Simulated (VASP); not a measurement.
## BiAs (wurtzite type): electric field gradients with PBEsol

BiAs (wurtzite type):

```
CELL_PARAMETERS angstrom
5.03427 0.00000 0.00000
-2.51713 4.35980 0.00000
0.00000 0.00000 6.49567
ATOMIC_POSITIONS crystal
As 0.33333 0.66667 0.97259
As 0.66667 0.33333 0.47259
Bi 0.33333 0.66667 0.40341
Bi 0.66667 0.33333 0.90341
```

- Program: VASP 6.6.1
- Task: electric field gradients
- Functional: PBEsol
- Potentials or basis: VASP PAW PBE potentials, release 64 (As, Bi_d)
- Cutoff: 520 eV
- k mesh: 10 × 10 × 6
- Occupations: fermi-dirac, width 0.08 eV
- Spin: no spin polarisation
- Dipole correction: no
- Further INCAR settings: ALGO = Normal; EDIFF = 1e-08; NBANDS = 28

```
Pressure                                : -1.9 GPa
Largest force                           : 0.039 eV/Å
Band gap on the k mesh                  : 0.15 eV (least direct gap 0.88 eV)
Largest electric field gradient by atom : As +11.8; Bi -41.7 V/Å²
```

Forces on the atoms (eV/Å):
```
As   0.000  0.000  0.039
As   0.000  0.000  0.039
Bi   0.000  0.000 -0.039
Bi   0.000  0.000 -0.039
```

Stress tensor (GPa, compression positive):
```
-1.92  0.00  0.00
 0.00 -1.92  0.00
 0.00  0.00 -2.02
```

Levels at points of the mesh, in eV from the valence-band top:
```
           k point  band 18  band 19  band 20  band 21  band 22  band 23
(0.00, 0.00, 0.00)    -1.85    -1.85    -1.78     0.17     0.17     2.16
(0.50, 0.00, 0.00)    -2.55    -2.33    -0.94     1.71     2.13     3.02
(0.00, 0.00, 0.50)    -2.78    -2.29    -2.29     1.03     1.03     1.03
(0.50, 0.00, 0.50)    -2.56    -1.50    -1.50     0.41     0.41     2.74
```

Electric field gradients, principal values (V/Å²):
```
atom   least  middle  greatest (by size)
1 As  -5.895  -5.895              11.791
2 As  -5.895  -5.895              11.791
3 Bi  20.841  20.844             -41.685
4 Bi  20.841  20.844             -41.685
```

It took 4.1 min on 1 thread of Intel(R) Xeon(R) Platinum 8375C CPU @ 2.90GHz (Ice Lake), with other jobs on the host, peak memory 0.38 GiB.

Caveat: without QUAD_EFG the Cq values of the log hold for a quadrupole moment of 1 mb, not for the nuclei; the PAW data sets were made with another functional, which shifts forces and pressure a little; spin-orbit coupling is left out, which moves the levels of the heavy elements. A k mesh can miss the band edges.
